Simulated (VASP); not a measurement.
# Li2Pd in VASP: notebook, part 2 of 2

VASP 6.6.1.

### Step 4. Single point, LDA (equal xx and yy strain of +1 %)

The input, INCAR:

```
PREC = Accurate
ENCUT = 520
EDIFF = 1E-7
ISMEAR = -1
SIGMA = 0.08
LREAL = False
LASPH = True
NELM = 100
ALGO = Normal
ISIF = 2
LWAVE = False
LCHARG = True
LELF = True
LVHAR = True
NBANDS = 15
```

The input, KPOINTS:

```
Automatic mesh
0
Gamma
  11 11 15
```

The input, POSCAR:

```
Li2Pd
1.0
    4.2689671862      0.0000000000      0.0000000000
   -2.1344835931      3.6970340312      0.0000000000
    0.0000000000      0.0000000000      2.7319000000
Li Pd
2 1
Direct
    0.3333333333      0.6666666667      0.5000000000
    0.6666666667      0.3333333333      0.5000000000
    0.0000000000      0.0000000000      0.0000000000
```

On the command line:

```console
$ cat potpaw_LDA.64/Li_sv/POTCAR potpaw_LDA.64/Pd/POTCAR > POTCAR
$ mpirun -np 1 vasp_std > vasp.out
```

It took 52 s on 1 thread of Intel Xeon 8259CL, shared host; peak memory 0.2 GiB.

The run converged. Its results:

```yaml
Free_energy: -11.6258 eV
Band_gap_on_the_k_mesh: zero (bands 8 and 9 overlap by 2.31 eV)
```

Levels at points of the mesh, in eV from the Fermi level:
```tsv
k point	band 6	band 7	band 8	band 9	band 10	band 11
(0.00, 0.00, 0.00)	-2.85	-1.03	-1.03	4.04	4.04	5.39
```

Caveat: the cell differs from its parent crystal (equal xx and yy strain of +1 %); the cutoff is under 1.25 times the usual one of these potentials, so pressure, stress and relaxed cells hold a basis-set (Pulay) error.

### Step 5. Single point, LDA (equal xx and yy strain of +2 %)

The input, INCAR:

```
PREC = Accurate ; ENCUT = 520
EDIFF = 1E-6 ; ISMEAR = -1
SIGMA = 0.08 ; LREAL = F
LASPH = T ; NELM = 80
ALGO = Normal ; ISIF = 2
LWAVE = F ; LCHARG = T
GGA = CA ; LELF = T
LVHAR = T ; NBANDS = 15
```

The input, KPOINTS:

```
regular mesh
0
Gamma
  11 11 15
```

The input, POSCAR:

```
Li2Pd
1.0
    4.3112341881      0.0000000000      0.0000000000
   -2.1556170940      3.7336383286      0.0000000000
    0.0000000000      0.0000000000      2.7319000000
Li Pd
2 1
Direct
    0.3333333333      0.6666666667      0.5000000000
    0.6666666667      0.3333333333      0.5000000000
    0.0000000000      0.0000000000      0.0000000000
```

On the command line:

```console
$ cat potpaw_LDA.64/Li_sv/POTCAR potpaw_LDA.64/Pd/POTCAR > POTCAR
$ mpirun -np 1 vasp_std > vasp.out
```

It took 52 s on 1 thread of Intel Xeon 8259CL, shared host; peak memory 0.2 GiB.

It converged, with:

| Quantity | Value |
| --- | --- |
| Free energy | -11.5986 eV |
| Band gap on the k mesh | zero (bands 8 and 9 overlap by 2.32 eV) |

Levels at points of the mesh, in eV from the Fermi level:
| k point | band 6 | band 7 | band 8 | band 9 | band 10 | band 11 |
| --- | --- | --- | --- | --- | --- | --- |
| (0.00, 0.00, 0.00) | -2.81 | -1.01 | -1.01 | 3.93 | 3.93 | 5.26 |

Caveat: the cell differs from its parent crystal (equal xx and yy strain of +2 %); the cutoff is under 1.25 times the usual one of these potentials, so pressure, stress and relaxed cells hold a basis-set (Pulay) error.

### Step 6. Single point, LDA (equal xy, yz and zx shear strains of +1 %)

The input, INCAR:

```
  PREC = Accurate
  ENCUT = 520
  EDIFF = 1E-7
  ISMEAR = -1
  SIGMA = 0.08
  LREAL = F
  LASPH = T
  NELM = 100
  ALGO = Normal
  ISIF = 2
  LWAVE = F
  LCHARG = T
  LELF = T
  LVHAR = T
  NBANDS = 15
```

KPOINTS is that of step 5.

The input, POSCAR:

```
Li2Pd
1.0
    4.2267001844      0.0211335009      0.0211335009
   -2.0950479435      3.6498629834      0.0077353982
    0.0136595000      0.0136595000      2.7319000000
Li Pd
2 1
Direct
    0.3333333333      0.6666666667      0.5000000000
    0.6666666667      0.3333333333      0.5000000000
    0.0000000000      0.0000000000      0.0000000000
```

Potentials or basis: VASP PAW LDA potentials, release 64 (Li_sv, Pd).

On the command line:

```console
$ cat potpaw_LDA.64/Li_sv/POTCAR potpaw_LDA.64/Pd/POTCAR > POTCAR
$ mpirun -np 1 vasp_std > vasp.out
```

OUTCAR:

```text
PREC = Accurate
   ENCUT = 520
   EDIFF = 1E-7
   ISMEAR = -1
   LREAL = F
   LASPH = T
   NELM = 100
   ISIF = 2

 ion  position               nearest neighbor table
   1  0.333  0.667  0.500-   2 2.43   2 2.44   2 2.45   3 2.78   3 2.78   3 2.79   3 2.79   3 2.81
                             3 2.82
   2  0.667  0.333  0.500-   1 2.43   1 2.44   1 2.45   3 2.78   3 2.78   3 2.79   3 2.79   3 2.81
                             3 2.82
   3  0.000  0.000  0.000-   2 2.78   1 2.78   1 2.78   2 2.78   2 2.79   1 2.79   1 2.79   2 2.79
                             2 2.81   1 2.81   2 2.82   1 2.82

  LATTYP: Found a triclinic cell.
 ALAT       =     4.2451136471
 B/A-ratio  =     0.9913558883
 C/A-ratio  =     0.6435559855
 COS(alpha) =     0.0036852528
 COS(beta)  =     0.0136346634
 COS(gamma) =     0.5000188430

  Lattice vectors:

 A1 = (   2.1316522409,   3.6709964843,   0.0288688991)
 A2 = (  -2.0950479435,   3.6498629834,   0.0077353982)
 A3 = (   0.0136595000,   0.0136595000,   2.7319000000)

Analysis of symmetry for initial positions (statically):
=====================================================================
 Subroutine PRICEL returns:
 Original cell was already a primitive cell.

 Routine SETGRP: Setting up the symmetry group for a
 triclinic supercell.

 Subroutine GETGRP returns: Found  2 space group operations
 (whereof  2 operations were pure point group operations)
 out of a pool of  2 trial point group operations.

The static configuration has the point symmetry S_2 .

Analysis of symmetry for dynamics (positions and initial velocities):
=====================================================================
 Subroutine PRICEL returns:
 Original cell was already a primitive cell.

 Routine SETGRP: Setting up the symmetry group for a
 triclinic supercell.

 Subroutine GETGRP returns: Found  2 space group operations
 (whereof  2 operations were pure point group operations)
 out of a pool of  2 trial point group operations.

The dynamic configuration has the point symmetry S_2 .

 Subroutine INISYM returns: Found  2 space group operations
 (whereof  2 operations are pure point group operations),
 and found     1 'primitive' translations

----------------------------------------------------------------------------------------

                                     Primitive cell

  volume of cell :      42.2635

  direct lattice vectors                    reciprocal lattice vectors
     4.226700184  0.021133501  0.021133501     0.235923339  0.135425651 -0.001856745
    -2.095047944  3.649862983  0.007735398    -0.001359232  0.273205560 -0.001359232
     0.013659500  0.013659500  2.731900000    -0.001821213 -0.001821213  0.366063821

  length of vectors
     4.226805851  4.208418411  2.731968297     0.272035616  0.273212322  0.366072882

  position of ions in fractional coordinates (direct lattice)
     0.333333333  0.666666667  0.500000000
     0.666666667  0.333333333  0.500000000
     0.000000000  0.000000000  0.000000000

  ion indices of the primitive-cell ions
   primitive index   ion index
                 1           1
                 2           2
                 3           3

----------------------------------------------------------------------------------------

[... 52 lines left out ...]
   number of dos      NEDOS =    301   number of ions     NIONS =      3
   total plane-waves  NPLWV =  20480
   dimension x,y,z NGX =    32 NGY =   32 NGZ =   20
   dimension x,y,z NGXF=    64 NGYF=   64 NGZF=   40
   ions per type =               2   1
   NGX,Y,Z   is equivalent  to a cutoff of  12.59, 12.64, 12.17 a.u.
   NGXF,Y,Z  is equivalent  to a cutoff of  25.17, 25.28, 24.34 a.u.
 SYSTEM =  unknown system
   PREC   = accura    normal or accurate (medium, high low for compatibility)
   ISTART =      0    job   : 0-new  1-cont  2-samecut
   ICHARG =      2    charge: 1-file 2-atom 10-const
   ISPIN  =      1    spin polarized calculation?
   LNONCOLLINEAR =      F non collinear calculations
   LSORBIT =      F    spin-orbit coupling
   LASPH  =      T    aspherical Exc in radial PAW
   ENCUT  =  520.0 eV  38.22 Ry    6.18 a.u.   7.86  7.82  5.08*2*pi/ulx,y,z
   NELM   =    100;   NELMIN=  2; NELMDL= -5     # of ELM steps
   EDIFF  = 0.1E-06   stopping-criterion for ELM
   LREAL  =      F    real-space projection
   EDIFFG = 0.1E-05   stopping-criterion for IOM
   NSW    =      0    number of steps for IOM
   IBRION =     -1    ionic relax: 0-MD 1-quasi-New 2-CG
   NFREE  =      0    steps in history (QN), initial steepest desc. (CG)
   ISIF   =      2    stress and relaxation
   ISYM   =      2    0-nonsym 1-usesym 2-fastsym
   POTIM  = 0.5000    time-step for ionic-motion
   TEBEG  =    0.0;   TEEND  =   0.0 temperature during run
   PSTRESS=    0.0 pullay stress
   NELECT =      16.0000    total number of electrons
   NUPDOWN=      -1.0000    fix difference up-down
   EMIN   =  10.00;   EMAX   =-10.00  energy-range for DOS
   EFERMI =   0.00;   METHOD = LEGACY
   ISMEAR =    -1;   SIGMA  =   0.08  broadening in eV -4-tet -1-fermi 0-gaus
   EFERMI_NEDOS =   21; number of points for ismear=-14 and -15
   IALGO  =     38    algorithm
   IMIX   =      4    mixing-type and parameters
     AMIX     =   0.40;   BMIX     =  1.00
     AMIX_MAG =   1.60;   BMIX_MAG =  1.00
  volume/ion in A,a.u.               =      14.09        95.07
  Fermi-wavevector in a.u.,A,eV,Ry     =   1.184294  2.237991 19.082883  1.402552
  Thomas-Fermi vector in A             =   2.320511
   LORBIT       =      0    0 simple, 1 ext, 2 COOP (PROOUT), +10 PAW based schemes
   GGA     = CA    functional components
   LHFCALC =     F    Hartree Fock is set to
   AEXX    =    0.0000 exact exchange contribution
   IVDW    =     0    specifies the selected vdW correction
   LEPSILON=     F    determine dielectric tensor
   LRPA    =     F    only Hartree local field effects (RPA)
 non-spin polarized calculation
  energy-cutoff  :      520.00
  volume of cell :       42.26
 maximum number of plane-waves:      1155
   NGX = 15   NGY = 15   NGZ = 11

 number of electron      16.0000000 magnetization

 Free energy of the ion-electron system (eV)
  ---------------------------------------------------
  ext. energy  EPLUGINS =         0.00000000
  ---------------------------------------------------
  free energy    TOTEN  =       -11.64755311 eV

  energy without entropy =      -11.63295219  energy(sigma->0) =      -11.64025265

 E-fermi :   4.3513     XC(G=0): -10.0913

 val. band max:        4.3153347374   @ k =   0.3636   0.3636   0.1333
 cond. band min:       4.3537743328   @ k =   0.4545  -0.0000   0.4000
 fundamental gap:      0.0384395953
 Fermi energy:         4.3512824284

 k-point     1 :       0.0000    0.0000    0.0000
  band No.  band energies     occupation
      1     -40.5272      2.00000
      2     -40.4214      2.00000
      3      -0.7454      2.00000
      4       0.7614      2.00000
      5       1.4466      2.00000
      6       1.4689      2.00000
      7       3.2856      2.00000
      8       3.2860      2.00000
      9       8.4600      0.00000
     10       8.5512      0.00000
     11       9.8585      0.00000
     12       9.8803      0.00000
     13      13.4325      0.00000
     14      14.6603      0.00000
[... 401 lines left out ...]
      2     -40.4514      2.00000
      3      -0.0272      2.00000
      4       1.2127      2.00000
      5       1.5542      2.00000
      6       2.2558      2.00000
      7       3.2150      2.00000
      8       3.2582      2.00000
      9       3.8755      1.99479
     10       5.1247      0.00013
     11      12.2160      0.00000
     12      13.7028      0.00000
     13      17.1348      0.00000
     14      17.4737      0.00000
     15      17.8119      0.00000

 [... further k-points ...]

------------------------ aborting loop because EDIFF is reached ----------------------------------------

  FORCE on cell =-STRESS in cart. coord.  units (eV):
  Direction    XX          YY          ZZ          XY          YZ          ZX
  --------------------------------------------------------------------------------------
  -------------------------------------------------------------------------------------
  Total       -1.0243940     -1.0260993     -1.8380415     -0.0701839     -0.0335203     -0.0335591
  in kB      -38.8339689    -38.8986125    -69.6787000     -2.6606175     -1.2707297     -1.2722004
  external PRESSURE =     -49.1370938 kB  Pullay stress =       0.0000000 kB

 VOLUME and BASIS-vectors are now :
 -----------------------------------------------------------------------------
  energy-cutoff  :      520.00
  volume of cell :       42.26
      direct lattice vectors                 reciprocal lattice vectors
     4.226700184  0.021133501  0.021133501     0.235923339  0.135425651 -0.001856745
    -2.095047944  3.649862983  0.007735398    -0.001359232  0.273205560 -0.001359232
     0.013659500  0.013659500  2.731900000    -0.001821213 -0.001821213  0.366063821

 POSITION                                       TOTAL-FORCE (eV/Angst)
 -----------------------------------------------------------------------------------
      0.01903      2.44712      1.37815        -0.024554     -0.000001     -0.000481
      2.12628      1.23754      1.38262         0.024554      0.000001      0.000481
      0.00000      0.00000      0.00000        -0.000000      0.000000      0.000000
 -----------------------------------------------------------------------------------
    total drift:                                0.000000     -0.000000     -0.000000

  FREE ENERGIE OF THE ION-ELECTRON SYSTEM (eV)
  ---------------------------------------------------
  free  energy   TOTEN  =       -11.6475531090 eV

  energy  without entropy=      -11.6329521922  energy(sigma->0) =      -11.64025265
```

OSZICAR:

```text
N       E                     dE             d eps       ncg     rms          rms(c)
DAV:   1     0.766613748209E+02    0.76661E+02   -0.70141E+03 27272   0.108E+03
DAV:   2    -0.433142037609E+01   -0.80993E+02   -0.72920E+02 32806   0.240E+02
DAV:   3    -0.118983718973E+02   -0.75670E+01   -0.74042E+01 51871   0.482E+01
DAV:   4    -0.120135301652E+02   -0.11516E+00   -0.11497E+00 30912   0.849E+00
DAV:   5    -0.120155348614E+02   -0.20047E-02   -0.20046E-02 39846   0.864E-01    0.512E+00
DAV:   6    -0.118123730425E+02    0.20316E+00   -0.17728E+00 30299   0.128E+01    0.220E+00
DAV:   7    -0.116597452202E+02    0.15263E+00   -0.30218E-01 29858   0.544E+00    0.712E-01
DAV:   8    -0.116488777418E+02    0.10867E-01   -0.15521E-02 39389   0.770E-01    0.324E-01
DAV:   9    -0.116475295134E+02    0.13482E-02   -0.56996E-03 34506   0.670E-01    0.764E-02
DAV:  10    -0.116475564735E+02   -0.26960E-04   -0.13452E-04 35929   0.105E-01    0.171E-02
DAV:  11    -0.116475532164E+02    0.32571E-05   -0.18334E-05 35731   0.407E-02    0.339E-03
DAV:  12    -0.116475531072E+02    0.10921E-06   -0.58868E-07 35689   0.671E-03    0.349E-04
DAV:  13    -0.116475531090E+02   -0.18156E-08   -0.38091E-08 23664   0.140E-03
   1 F= -.11647553E+02 E0= -.11640253E+02  d E =-.146009E-01
```

stdout:

```text
POSCAR found type information on POSCAR LiPd
 POSCAR found :  2 types and       3 ions
 scaLAPACK will be used
 LDA part: xc-table for (Slater(with rela. corr.)+CA(PZ))
 , standard interpolation
 POSCAR, INCAR and KPOINTS ok, starting setup
 FFT: planning ... GRIDC
 FFT: planning ... GRID_SOFT
 FFT: planning ... GRID
 WAVECAR not read
 entering main loop
```

It took 2.5 min on 1 thread of Intel Xeon 6975P-C (Granite Rapids), shared host; peak memory 0.59 GiB.

What came out:

```
Free energy            : -11.6476 eV
Largest force          : 0.025 eV/Å
Band gap on the k mesh : zero (bands 8 and 9 overlap by 2.31 eV)
```

Forces in eV/Å, atoms in the order of the input:
```
Li  -0.025  0.000  0.000
Li   0.025  0.000  0.000
Pd   0.000  0.000  0.000
```

Caveat: the cell differs from its parent crystal (equal xy, yz and zx shear strains of +1 %); the cutoff is under 1.25 times the usual one of these potentials, so pressure, stress and relaxed cells hold a basis-set (Pulay) error.

### Step 7. Overview

| cell | gap on the mesh (eV) |
| --- | --- |
| a = 4.142, b = 4.142, c = 2.732 Å, angles 90.0, 90.0, 120.0°, 3 atoms | none |
| a = 4.184, b = 4.184, c = 2.732 Å, angles 90.0, 90.0, 120.0°, 3 atoms | none |
| a = 4.269, b = 4.269, c = 2.732 Å, angles 90.0, 90.0, 120.0°, 3 atoms | none |
| a = 4.311, b = 4.311, c = 2.732 Å, angles 90.0, 90.0, 120.0°, 3 atoms | none |
| a = 4.227, b = 4.208, c = 2.732 Å, angles 89.8, 89.4, 119.6°, 3 atoms | none |

Alike in all rows: task single point; level LDA; potentials or basis VASP PAW LDA potentials, release 64 (Li_sv, Pd); no spin polarisation; k mesh 11 × 11 × 15; cutoff (eV) 520; smearing fermi-dirac 0.08 eV.

Caveats: the cutoff is under 1.25 times the usual one of these potentials, so pressure, stress and relaxed cells hold a basis-set (Pulay) error.

Absolute energies hang on the potentials; compare differences alone.

The gap in the log of VASP goes by the Fermi energy; the results here count the filled bands.